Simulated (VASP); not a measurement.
Set up this calculation in VASP 6.6.1, as the native input.

```
Task                   : relaxation of cell and atoms
Functional             : RPBE
Potentials or basis    : VASP PAW PBE potentials, release 64 (Cd, F)
Cutoff                 : 600 eV
k mesh                 : 9 × 9 × 9
Occupations            : fermi-dirac, width 0.05 eV
Spin                   : no spin polarisation
Dipole correction      : no
Further INCAR settings : ALGO = Normal; EDIFF = 1e-06; IBRION = 2; EDIFFG = -0.01; NSW = 60; ISIF = 3
```

The structure of CdF2 lies in POSCAR:

```
CdF2
1.0
    0.0000000000      2.6940000000      2.6940000000
    2.6940000000      0.0000000000      2.6940000000
    2.6940000000      2.6940000000      0.0000000000
Cd F
1 2
Direct
    0.0000000000      0.0000000000      0.0000000000
    0.7500000000      0.7500000000      0.7500000000
    0.2500000000      0.2500000000      0.2500000000
```

These files were run (other wordings do the same):

INCAR

```
SYSTEM = CdF2
ALGO = Normal ; EDIFF = 1E-6
EDIFFG = -0.01 ; ENCUT = 600
GGA = RP ; IBRION = 2
ISIF = 3 ; ISMEAR = -1
LASPH = .True. ; LCHARG = .False.
LREAL = .False. ; LWAVE = .False.
NELM = 100 ; NSW = 60
PREC = Accurate ; SIGMA = 0.05
```

KPOINTS

```
k-points
0
Gamma
  9 9 9
  0 0 0
```

Potentials or basis: VASP PAW PBE potentials, release 64 (Cd, F).

Launch:

```bash
$ cat potpaw_PBE.64/Cd/POTCAR potpaw_PBE.64/F/POTCAR > POTCAR
$ mpirun -np 1 vasp_std > vasp.out
```

Results of the run:

```yaml
Relaxed_volume: 14.48 Å³/atom
Relaxed_cell: a = 3.946 Å, b = 3.946 Å, c = 3.946 Å, α = 60.00°, β = 60.00°, γ = 60.00°
Space_group_after_relaxing_to_0.1_Å: Fm-3m (No. 225)
Energy_gained_by_relaxing: 44.2 meV/atom
Ionic_steps: 3
Pressure_after_relaxing: 0.0 GPa
Band_gap_on_the_k_mesh: 2.92 eV (least direct gap 3.51 eV)
```

Caveat: the PAW data sets were made with another functional, which shifts forces and pressure a little; an odd mesh through Γ misses points on the zone boundary, where band edges can lie.

Run time: 120 s on 1 thread of Intel Xeon 8259CL (shared host), peak memory 0.19 GiB.
